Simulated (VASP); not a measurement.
A run of VASP 6.6.1 is set up as follows.

The input INCAR:

```
  PREC = Accurate
  ENCUT = 520
  EDIFF = 1E-7
  ISMEAR = 0
  SIGMA = 0.02
  LREAL = F
  LASPH = T
  NELM = 80
  ALGO = Normal
  ISIF = 2
  LWAVE = F
  LCHARG = T
  GGA = PE
  LELF = T
  LVHAR = T
  NBANDS = 16
```

Contents of KPOINTS:

```
Automatic mesh
0
Gamma
  12 12 6
```

POSCAR

```
Se
1.0
    3.9166948244      0.0000000000      0.0000000000
   -1.9583474122      3.3919572168      0.0000000000
    0.0000000000      0.0000000000      5.1454012191
Se
3
Direct
    0.2591868532      0.0000000000      0.3333333333
    0.0000000000      0.2591868532      0.6666666667
    0.7408131468      0.7408131468      0.0000000000
```

Potentials or basis: VASP PAW PBE potentials, release 64 (Se).

Launch:

```bash
$ cat potpaw_PBE.64/Se/POTCAR > POTCAR
$ mpirun -np 1 vasp_std > vasp.out
```

Task: What does it give for the band gap on the k mesh?

Result: 0.28 eV, direct.

Task: Predict the pressure.

Result: 5.1 GPa.

Stress tensor (GPa, compression positive):
```
5.06 0.00 0.00
0.00 5.06 0.00
0.00 0.00 5.13
```

A k mesh can miss the band edges.
